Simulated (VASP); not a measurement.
# CrCuO2 (R-3m) in VASP: further runs

The runs below take CrCuO2 through single point, with PBEsol.

Everything below comes from runs of VASP 6.6.1. Logs are shortened: lines on timing, memory, paths and dates and some standing lists are left out, and cuts for length are marked.

## 1. The cell of the first run

The structure is trigonal, space group R-3m (No. 166). The conventional cell has a = 3.032 Å, b = 3.032 Å, c = 17.435 Å, α = 90.00°, β = 90.00°, γ = 120.00°. Cr (site symmetry -3m) has 6 O at 2.03 Å within 2.7 Å. Within 2.5 Å of Cu (site symmetry -3m) lie 2 O at 1.88 Å. O (site symmetry 3m) has 1 Cu at 1.88 Å and 3 Cr at 2.03 Å within 2.5 Å.

## 2. Single point, PBEsol (11.57 Å³/atom)

Contents of INCAR:

```
ALGO     = Normal         # electronic algorithm
EDIFF    = 1E-6           # SCF threshold, eV
ENCUT    = 600            # plane-wave cutoff, eV
GGA      = PS             # functional
GGA_COMPAT= False        
ISIF     = 2              # what is computed and relaxed
ISMEAR   = -1             # smearing method
LASPH    = True           # aspherical terms in the spheres
LCHARG   = False          # write CHGCAR
LREAL    = False          # projectors in reciprocal space
LWAVE    = False          # write WAVECAR
NBANDS   = 26             # bands
NELM     = 120            # most SCF steps
PREC     = Accurate       # precision mode
SIGMA    = 0.08           # smearing width, eV
```

Contents of KPOINTS:

```
k-points
0
Gamma
  11 11 11
```

Contents of POSCAR:

```
CrCuO2
1.0
    1.5158583831      0.8751812455      5.8117930878
   -1.5158583831      0.8751812455      5.8117930878
    0.0000000000     -1.7503624911      5.8117930878
Cr Cu O
1 1 2
Direct
    0.5000000000      0.5000000000      0.5000000000
    0.0000000000      0.0000000000      0.0000000000
    0.1079200000      0.1079200000      0.1079200000
    0.8920800000      0.8920800000      0.8920800000
```

Potentials or basis: VASP PAW PBE potentials, release 64 (Cr_pv, Cu, O).

Command:

```bash
$ cat potpaw_PBE.64/Cr_pv/POTCAR potpaw_PBE.64/Cu/POTCAR potpaw_PBE.64/O/POTCAR > POTCAR
$ mpirun -np 1 vasp_std > vasp.out
```

OUTCAR:

```text
EDIFF = 1E-6
   ENCUT = 600
   GGA = PS
   ISIF = 2
   ISMEAR = -1
   LASPH = True
   LREAL = False
   NELM = 120
   PREC = Accurate

 ion  position               nearest neighbor table
   1  0.500  0.500  0.500-   3 2.03   4 2.03   3 2.03   3 2.03   4 2.03   4 2.03
   2  0.000  0.000  0.000-   3 1.88   4 1.88
   3  0.108  0.108  0.108-   2 1.88   1 2.03   1 2.03   1 2.03
   4  0.892  0.892  0.892-   2 1.88   1 2.03   1 2.03   1 2.03

  LATTYP: Found a trigonal (rhomboedric) cell.
 ALAT       =     6.0696546644
 COS(alpha) =     0.8752561078

  Lattice vectors:

 A1 = (   1.5158583831,   0.8751812455,   5.8117930878)
 A2 = (  -1.5158583831,   0.8751812455,   5.8117930878)
 A3 = (   0.0000000000,  -1.7503624911,   5.8117930878)

Analysis of symmetry for initial positions (statically):
=====================================================================
 Subroutine PRICEL returns:
 Original cell was already a primitive cell.

 Routine SETGRP: Setting up the symmetry group for a
 trigonal (rhombohedral) supercell.

 Subroutine GETGRP returns: Found 12 space group operations
 (whereof 12 operations were pure point group operations)
 out of a pool of 12 trial point group operations.

The static configuration has the point symmetry D_3d.

Analysis of symmetry for dynamics (positions and initial velocities):
=====================================================================
 Subroutine PRICEL returns:
 Original cell was already a primitive cell.

 Routine SETGRP: Setting up the symmetry group for a
 trigonal (rhombohedral) supercell.

 Subroutine GETGRP returns: Found 12 space group operations
 (whereof 12 operations were pure point group operations)
 out of a pool of 12 trial point group operations.

The dynamic configuration has the point symmetry D_3d.

 Subroutine INISYM returns: Found 12 space group operations
 (whereof 12 operations are pure point group operations),
 and found     1 'primitive' translations

----------------------------------------------------------------------------------------

                                     Primitive cell

  volume of cell :      46.2613

  direct lattice vectors                    reciprocal lattice vectors
     1.515858383  0.875181245  5.811793088     0.329846116  0.190436744  0.057354646
    -1.515858383  0.875181245  5.811793088    -0.329846116  0.190436744  0.057354646
     0.000000000 -1.750362491  5.811793088     0.000000000 -0.380873488  0.057354646

  length of vectors
     6.069654664  6.069654664  6.069654664     0.385167715  0.385167715  0.385167715

  position of ions in fractional coordinates (direct lattice)
     0.500000000  0.500000000  0.500000000
     0.000000000  0.000000000  0.000000000
     0.107920000  0.107920000  0.107920000
     0.892080000  0.892080000  0.892080000

  ion indices of the primitive-cell ions
   primitive index   ion index
                 1           1
                 2           2
                 3           3
                 4           4

----------------------------------------------------------------------------------------

 KPOINTS: k-points

Automatic generation of k-mesh.
 Grid dimensions read from file:
 generate k-points for:   11   11   11

 Generating k-lattice:

  Cartesian coordinates                     Fractional coordinates (reciprocal lattice)
     0.029986011  0.017312431  0.005214059     0.090909091  0.000000000  0.000000000
    -0.029986011  0.017312431  0.005214059     0.000000000  0.090909091  0.000000000
     0.000000000 -0.034624863  0.005214059    -0.000000000 -0.000000000  0.090909091

  Length of vectors
     0.035015247  0.035015247  0.035015247

  Shift w.r.t. Gamma in fractional coordinates (k-lattice)
     0.000000000  0.000000000  0.000000000

 Subroutine IBZKPT returns following result:
 ===========================================

 Found    146 irreducible k-points:

 Following reciprocal coordinates:
            Coordinates               Weight
  0.000000  0.000000  0.000000      1.000000
  0.090909  0.000000  0.000000      6.000000
  0.181818  0.000000  0.000000      6.000000
  0.272727  0.000000 -0.000000      6.000000
  0.363636  0.000000  0.000000      6.000000
  0.454545  0.000000  0.000000      6.000000
[... 16 lines left out ...]
 -0.272727  0.181818  0.000000     12.000000
 -0.181818  0.181818  0.000000      6.000000
 [... further k-points ...]
   k-points           NKPTS =    146   k-points in BZ     NKDIM =    146   number of bands    NBANDS=     26
   number of dos      NEDOS =    301   number of ions     NIONS =      4
   total plane-waves  NPLWV = 110592
   dimension x,y,z NGX =    48 NGY =   48 NGZ =   48
   dimension x,y,z NGXF=    96 NGYF=   96 NGZF=   96
   ions per type =               1   1   2
   NGX,Y,Z   is equivalent  to a cutoff of  13.15, 13.15, 13.15 a.u.
   NGXF,Y,Z  is equivalent  to a cutoff of  26.29, 26.29, 26.29 a.u.
 SYSTEM =  unknown system
   PREC   = accura    normal or accurate (medium, high low for compatibility)
   ISTART =      0    job   : 0-new  1-cont  2-samecut
   ICHARG =      2    charge: 1-file 2-atom 10-const
   ISPIN  =      1    spin polarized calculation?
   LNONCOLLINEAR =      F non collinear calculations
   LSORBIT =      F    spin-orbit coupling
   LASPH  =      T    aspherical Exc in radial PAW
   ENCUT  =  600.0 eV  44.10 Ry    6.64 a.u.  12.12 12.12 12.12*2*pi/ulx,y,z
   NELM   =    120;   NELMIN=  2; NELMDL= -5     # of ELM steps
   EDIFF  = 0.1E-05   stopping-criterion for ELM
   LREAL  =      F    real-space projection
   EDIFFG = 0.1E-04   stopping-criterion for IOM
   NSW    =      0    number of steps for IOM
   IBRION =     -1    ionic relax: 0-MD 1-quasi-New 2-CG
   NFREE  =      0    steps in history (QN), initial steepest desc. (CG)
   ISIF   =      2    stress and relaxation
   ISYM   =      2    0-nonsym 1-usesym 2-fastsym
   POTIM  = 0.5000    time-step for ionic-motion
   TEBEG  =    0.0;   TEEND  =   0.0 temperature during run
   PSTRESS=    0.0 pullay stress
   NELECT =      35.0000    total number of electrons
   NUPDOWN=      -1.0000    fix difference up-down
   EMIN   =  10.00;   EMAX   =-10.00  energy-range for DOS
   EFERMI =   0.00;   METHOD = LEGACY
   ISMEAR =    -1;   SIGMA  =   0.08  broadening in eV -4-tet -1-fermi 0-gaus
   EFERMI_NEDOS =   21; number of points for ismear=-14 and -15
   IALGO  =     38    algorithm
   IMIX   =      4    mixing-type and parameters
     AMIX     =   0.40;   BMIX     =  1.00
     AMIX_MAG =   1.60;   BMIX_MAG =  1.00
  volume/ion in A,a.u.               =      11.57        78.05
  Fermi-wavevector in a.u.,A,eV,Ry     =   1.491734  2.818969 30.276657  2.225272
  Thomas-Fermi vector in A             =   2.604352
   LORBIT       =      0    0 simple, 1 ext, 2 COOP (PROOUT), +10 PAW based schemes
   GGA     = PS    functional components
   LHFCALC =     F    Hartree Fock is set to
   AEXX    =    0.0000 exact exchange contribution
   IVDW    =     0    specifies the selected vdW correction
   LEPSILON=     F    determine dielectric tensor
   LRPA    =     F    only Hartree local field effects (RPA)
 non-spin polarized calculation
  energy-cutoff  :      600.00
  volume of cell :       46.26
 maximum number of plane-waves:      1564
   NGX = 25   NGY = 25   NGZ = 25

 number of electron      34.9999996 magnetization

 Free energy of the ion-electron system (eV)
  ---------------------------------------------------
  ext. energy  EPLUGINS =         0.00000000
  ---------------------------------------------------
  free energy    TOTEN  =       -29.23774690 eV

  energy without entropy =      -29.11363960  energy(sigma->0) =      -29.17569325

 E-fermi :   5.6688     XC(G=0): -11.5903

 val. band max:        5.6679573665   @ k =  -0.0909   0.2727   0.0909
 cond. band min:       5.6717489347   @ k =  -0.3636  -0.4545   0.2727
 fundamental gap:      0.0037915682
 Fermi energy:         5.6687552567

 k-point     1 :       0.0000    0.0000    0.0000
  band No.  band energies     occupation
      1     -38.0734      2.00000
      2     -38.0734      2.00000
      3     -37.8924      2.00000
      4     -14.6714      2.00000
      5     -13.3153      2.00000
      6      -2.5876      2.00000
[... 18 lines left out ...]
     25      13.3227      0.00000
     26      17.5168      0.00000

 k-point     2 :       0.0909    0.0000    0.0000
  band No.  band energies     occupation
      1     -38.0859      2.00000
      2     -38.0762      2.00000
      3     -37.8901      2.00000
      4     -14.5974      2.00000
      5     -13.3224      2.00000
      6      -2.4794      2.00000
[... 18 lines left out ...]
     25      13.5125      0.00000
     26      17.7416      0.00000

 k-point     3 :       0.1818    0.0000    0.0000
  band No.  band energies     occupation
      1     -38.1193      2.00000
      2     -38.0835      2.00000
      3     -37.8839      2.00000
      4     -14.3934      2.00000
      5     -13.3430      2.00000
      6      -2.1820      2.00000
[... 18 lines left out ...]
     25      14.0155      0.00000
     26      17.2526      0.00000

 k-point     4 :       0.2727    0.0000   -0.0000
  band No.  band energies     occupation
      1     -38.1628      2.00000
      2     -38.0931      2.00000
      3     -37.8758      2.00000
      4     -14.1107      2.00000
      5     -13.3754      2.00000
      6      -1.7857      2.00000
[... 18 lines left out ...]
     25      14.0040      0.00000
     26      15.6744      0.00000
[... 496 lines left out ...]
      1     -38.2110      2.00000
      2     -38.1354      2.00000
      3     -37.8618      2.00000
      4     -13.5907      2.00000
      5     -13.4325      2.00000
      6      -1.3963      2.00000
[... 18 lines left out ...]
     25      14.2893      0.00000
     26      16.0389      0.00000

 k-point    23 :      -0.2727    0.1818    0.0000
  band No.  band energies     occupation
      1     -38.1974      2.00000
      2     -38.1249      2.00000
      3     -37.8656      2.00000
      4     -13.7551      2.00000
      5     -13.3948      2.00000
      6      -1.4426      2.00000
[... 18 lines left out ...]
     25      14.4249      0.00000
     26      15.1547      0.00000

 k-point    24 :      -0.1818    0.1818    0.0000
  band No.  band energies     occupation
      1     -38.1733      2.00000
      2     -38.1082      2.00000
      3     -37.8718      2.00000
      4     -13.9864      2.00000
      5     -13.3711      2.00000
      6      -1.6692      2.00000
[... 18 lines left out ...]
     25      14.5551      0.00000
     26      14.7009      0.00000

 [... further k-points ...]

------------------------ aborting loop because EDIFF is reached ----------------------------------------

  FORCE on cell =-STRESS in cart. coord.  units (eV):
  Direction    XX          YY          ZZ          XY          YZ          ZX
  --------------------------------------------------------------------------------------
  -------------------------------------------------------------------------------------
  Total       -6.4660461     -6.4660461     -3.6068982      0.0000000      0.0000000      0.0000000
  in kB     -223.9398358   -223.9398358   -124.9184089      0.0000000      0.0000000      0.0000000
  external PRESSURE =    -190.9326935 kB  Pullay stress =       0.0000000 kB

 VOLUME and BASIS-vectors are now :
 -----------------------------------------------------------------------------
  energy-cutoff  :      600.00
  volume of cell :       46.26
      direct lattice vectors                 reciprocal lattice vectors
     1.515858383  0.875181245  5.811793088     0.329846116  0.190436744  0.057354646
    -1.515858383  0.875181245  5.811793088    -0.329846116  0.190436744  0.057354646
     0.000000000 -1.750362491  5.811793088     0.000000000 -0.380873488  0.057354646

 POSITION                                       TOTAL-FORCE (eV/Angst)
 -----------------------------------------------------------------------------------
      0.00000     -0.00000      8.71769         0.000000     -0.000000      0.000000
      0.00000      0.00000      0.00000        -0.000000     -0.000000      0.000000
      0.00000     -0.00000      1.88163        -0.000000      0.000000     -0.052211
      0.00000     -0.00000     15.55375        -0.000000     -0.000000      0.052211
 -----------------------------------------------------------------------------------
    total drift:                                0.000000      0.000000     -0.000000

  FREE ENERGIE OF THE ION-ELECTRON SYSTEM (eV)
  ---------------------------------------------------
  free  energy   TOTEN  =       -29.2377469029 eV

  energy  without entropy=      -29.1136395977  energy(sigma->0) =      -29.17569325
```

Wall time 6.5 min (1 thread of AMD EPYC 9R45 (Zen 5), shared host); peak memory 0.44 GiB.

What came out:

```
Free energy            : -29.2377 eV
Pressure               : -19.1 GPa
Largest force          : 0.052 eV/Å
Band gap on the k mesh : zero (an odd number of electrons rules out a gap without spin polarisation)
```

Forces on the atoms (eV/Å):
```
Cr   0.000  0.000  0.000
Cu   0.000  0.000  0.000
O    0.000  0.000 -0.052
O    0.000  0.000  0.052
```

Caveat: the stress differs along the axes, from -22 to -12 GPa; the PAW data sets were made with another functional, which shifts forces and pressure a little; an odd number of electrons without spin polarisation forces a metal; a magnetic or distorted state may lie lower; the run has no spin polarisation, though such a crystal can be magnetic; semilocal functionals often make such compounds metallic where correlation or magnetic order opens a gap, which also shifts bond lengths.

[end of part 1 of 2]
